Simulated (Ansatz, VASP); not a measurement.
## One calculation of WC, two programs

```xyz
2
Lattice="2.9225 0.0000 0.0000 -1.4613 2.5310 0.0000 0.0000 0.0000 2.8462" Properties=species:S:1:pos:R:3 pbc="T T T"
W     0.0000    0.0000    0.0000
C     1.4613    0.8437    1.4231
```

Alike in both runs: functional PBE; k mesh 9 × 9 × 8; occupations gaussian, width 0.1 eV; no spin polarisation.

Ansatz relaxed the structure, and its values are those at the end. VASP's run is a single point on that final structure, the one shown.

|  | VASP | Ansatz |
| --- | --- | --- |
| version | VASP 6.6.1 | Ansatz 0.2.0 |
| potentials or method | VASP PAW PBE potentials, release 64 (W_sv, C), cutoff 600 eV | scalar-relativistic, plane waves, PAW |
| valence electrons in the cell | 18 | 18 |

Ansatz gave:

| Quantity | Value |
| --- | --- |
| gap on the k mesh at the Fermi level (eV) | none |
| pressure (GPa) | 0.0 |

Q: What did VASP give for the same quantities?

A: gap on the k mesh at the Fermi level (eV): none; pressure (GPa): 1.0.

A gap of «none» marks a metal or a gap that the smearing closes. With one functional, cell and mesh, what is left measures potentials, basis and numerics.

Neither program's run includes spin-orbit coupling.
